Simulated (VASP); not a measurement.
A run of VASP 6.6.1 is set up as follows.

POSCAR

```
MnO
1.0
    0.0000000000      2.2220003300      2.2220003300
    2.2220003300      0.0000000000      2.2220003300
    2.2220003300      2.2220003300      0.0000000000
Mn O
1 1
Direct
    0.0000000000      0.0000000000      0.0000000000
    0.5000000000      0.5000000000      0.5000000000
```

INCAR.step1

```
SYSTEM = MnO
PREC = Accurate
ENCUT = 660
ISMEAR = 0
SIGMA = 0.05
LREAL = .False.
LASPH = .True.
NELM = 200
ISPIN = 2
MAGMOM = 5 0
LMAXMIX = 4
LDAU = .True.
LDAUTYPE = 1
LDAUL = 2 -1
LDAUU = 2 0
LDAUJ = 0.9 0
NBANDS = 20
GGA = PE
ALGO = Normal
EDIFF = 1E-5
LWAVE = .True.
LCHARG = .False.
GGA_COMPAT = .False.
```

File INCAR.step2:

```
SYSTEM = MnO
PREC = Accurate
ENCUT = 660
EDIFF = 1E-6
ISMEAR = 0
SIGMA = 0.05
LREAL = .False.
LASPH = .True.
NELM = 200
ALGO = Normal
ISIF = 2
LWAVE = .False.
LCHARG = .True.
ISPIN = 2
MAGMOM = 5 0
LORBIT = 11
LMAXMIX = 4
LDAU = .True.
LDAUTYPE = 1
LDAUL = 2 -1
LDAUU = 2 0
LDAUJ = 0.9 0
LDAUPRINT = 1
METAGGA = R2SCAN
LMIXTAU = .True.
LELF = .True.
LVHAR = .True.
NBANDS = 20
ISTART = 1
GGA_COMPAT = .False.
```

KPOINTS

```
Automatic mesh
0
Gamma
  7 7 7
  0 0 0
```

Potentials or basis: VASP PAW PBE potentials, release 64 (Mn_pv, O).

Run with:

```bash
$ cat potpaw_PBE.64/Mn_pv/POTCAR potpaw_PBE.64/O/POTCAR > POTCAR
$ cp INCAR.step1 INCAR
$ mpirun -np 1 vasp_std > vasp.out
$ cp INCAR.step2 INCAR
$ mpirun -np 1 vasp_std > vasp.out
```

(1) Predict the band gap on the k mesh.

(2) Predict the net moment.

(3) What does it give for the site moments?

(4) Estimate the pressure.

Answers

(1) 0.30 eV, indirect (least direct gap 3.05 eV).

(2) 5.00 μB per cell.

(3) Mn +4.58; O +0.21 μB.

(4) 1.3 GPa.

Caveat: the PAW data sets were made with another functional, which shifts forces and pressure a little; a cell with one magnetic atom can't hold antiferromagnetic order, which such compounds often take.
